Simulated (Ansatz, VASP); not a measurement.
**PtSe2 in VASP and in Ansatz**

File INCAR:

```
PREC = Accurate
ENCUT = 520
EDIFF = 1E-6
ISMEAR = -1
SIGMA = 0.03
LREAL = False
LASPH = True
NELM = 60
ALGO = Normal
ISIF = 2
LWAVE = False
LCHARG = False
GGA = PS
NBANDS = 18
```

File KPOINTS:

```
regular mesh
0
Gamma
  5 5 3
```

Contents of POSCAR:

```
PtSe2
1.0
    3.7240000000      0.0000000000      0.0000000000
   -1.8620000000      3.2250786037      0.0000000000
    0.0000000000      0.0000000000      5.0620000000
Pt Se
1 2
Direct
    0.0000000000      0.0000000000      0.0000000000
    0.6666666667      0.3333333333      0.7500000000
    0.3333333333      0.6666666667      0.2500000000
```

input.yaml

```yaml
crystal:
  lattice:
    - [3.724, 0.0, 0.0]
    - [-1.862, 3.2250786037, 0.0]
    - [0.0, 0.0, 5.062]
  atoms:
    - { symbol: Pt, position: [0.0, 0.0, 0.0] }
    - { symbol: Se, position: [0.6666666667, 0.3333333333, 0.75] }
    - { symbol: Se, position: [0.3333333333, 0.6666666667, 0.25] }
kpoints:
  mp_grid: { grid: [5, 5, 3] }
scf:
  occupations: { method: fermi_dirac, width: 0.03 }
hamiltonian:
  xc: pbesol
  pseudopotentials: { kind: all_electron, lapw: { basis_error: 0.002 } }
output:
  forces: true
  stress: true
  eigenvalues: true
```

Alike in both runs: task single point; functional PBEsol; k mesh 5 × 5 × 3; occupations fermi-dirac, width 0.03 eV; no spin polarisation.

|  | VASP | Ansatz |
| --- | --- | --- |
| version | VASP 6.6.1 | Ansatz 0.2.0 |
| potentials or method | VASP PAW PBE potentials, release 64 (Pt, Se), cutoff 520 eV | all-electron LAPW, scalar-relativistic |

Ansatz gave:

| Quantity | Value |
| --- | --- |
| gap on the k mesh at the Fermi level (eV) | none |
| pressure (GPa) | 2.0 |
| traceless stress, the component that is largest in VASP (GPa) | -1.45 |
| rms of the force components (eV/Å) | 0.118 |

Problem. Which values does VASP return?

Solution. gap on the k mesh at the Fermi level (eV): none; pressure (GPa): 2.1; traceless stress, the component that is largest in VASP (GPa): -1.47; rms of the force components (eV/Å): 0.126.

VASP's potentials were made for PBE, not for PBEsol. Atom by atom the forces differ by 0.008 eV/Å (rms over components). A gap of «none» marks a metal or a gap that the smearing closes. Ansatz ran all-electron here, and VASP with PAW potentials.

The k mesh is coarse, so the values compare programs but aren't converged. Spin-orbit coupling is off throughout. Noted on Ansatz's run: the k mesh is thin for a metal, which can move the energy by tens of meV per atom.
